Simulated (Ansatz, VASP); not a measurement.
**One calculation of NaI, two programs**

```xyz
2
Lattice="0.0000 3.1638 3.1638 3.1638 0.0000 3.1638 3.1638 3.1638 0.0000" Properties=species:S:1:pos:R:3 pbc="T T T"
Na    0.0000    0.0000    0.0000
I     3.1638    3.1638    3.1638
```

Alike in both runs: task single point; functional r2SCAN; k mesh 6 × 6 × 6; no spin polarisation.

|  | VASP | Ansatz |
| --- | --- | --- |
| version | VASP 6.6.1 | Ansatz 0.2.0 |
| potentials or method | VASP PAW PBE potentials, release 64 (Na_pv, I) | plane waves, PAW |
| plane-wave cutoff (eV) | 520 | 500 |
| occupations | gaussian, width 0.01 eV | fixed |
| valence electrons in the cell | 14 | 26 |

Ansatz gave:

```
gap on the k mesh at the Fermi level (eV) : 4.65
pressure (GPa)                            : 1.2
```

**Question.** Estimate VASP's values.

**Answer.** gap on the k mesh at the Fermi level (eV): 4.66; pressure (GPa): 1.2.

VASP's potentials were made for PBE, not for r2SCAN. VASP's potentials hold 14 valence electrons a cell and Ansatz's 26, so a difference there can come from the potentials and not from the codes.

Neither program's run includes spin-orbit coupling.
